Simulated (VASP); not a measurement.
**TaN: single point with PBE**

TaN:

```
Ta N
1.0
     0.00000    2.14631    2.17900
     2.17900    0.00000    2.17900
     2.17900    2.14631    0.00000
Ta N
1 1
Direct
  0.50000 0.50000 0.50000
  0.00000 0.00000 0.00000
```

This cell differs from its parent crystal: strain -0.0150 x Voigt [0, 1, 0, 0, 0, 0].

- Program: VASP 6.6.1
- Task: single point
- Functional: PBE
- Potentials or basis: VASP PAW PBE potentials, release 64 (Ta_pv, N)
- Cutoff: 520 eV
- k mesh: 18 × 18 × 18
- Occupations: gaussian, width 0.15 eV
- Spin: no spin polarisation
- Dipole correction: no
- Further INCAR settings: ALGO = Normal; EDIFF = 1e-06; NBANDS = 15

* Pressure: 21.9 GPa
* Band gap on the k mesh: zero (bands 8 and 9 overlap by 4.25 eV)

Stress tensor (GPa, compression positive):
```
18.10  0.00  0.00
 0.00 29.61  0.00
 0.00  0.00 18.10
```

Levels at points of the mesh, in eV from the Fermi level:
```tsv
k point	band 5	band 6	band 7	band 8	band 9	band 10	band 11	band 12
(0.00, 0.00, 0.00)	-3.99	-3.99	-3.91	-2.30	-2.30	-2.11	-0.05	0.12
(0.50, 0.00, 0.00)	-10.75	-7.92	-7.91	1.95	2.09	2.14	3.95	7.78
(0.50, 0.50, 0.00)	-6.80	-5.77	-4.76	-4.69	2.22	3.67	3.88	4.98
(0.50, 0.00, 0.50)	-6.62	-5.80	-4.81	-4.81	2.26	3.78	3.78	5.01
```

It took 81 s on 1 thread of AMD EPYC 9R45 96-Core Processor (Zen 5), on a shared host, peak memory 0.23 GiB.

Caveat: the cell differs from its parent crystal (strain -0.0150 x Voigt [0, 1, 0, 0, 0, 0]); the cell stands under pressure; spin-orbit coupling is left out, which moves the levels of the heavy elements.
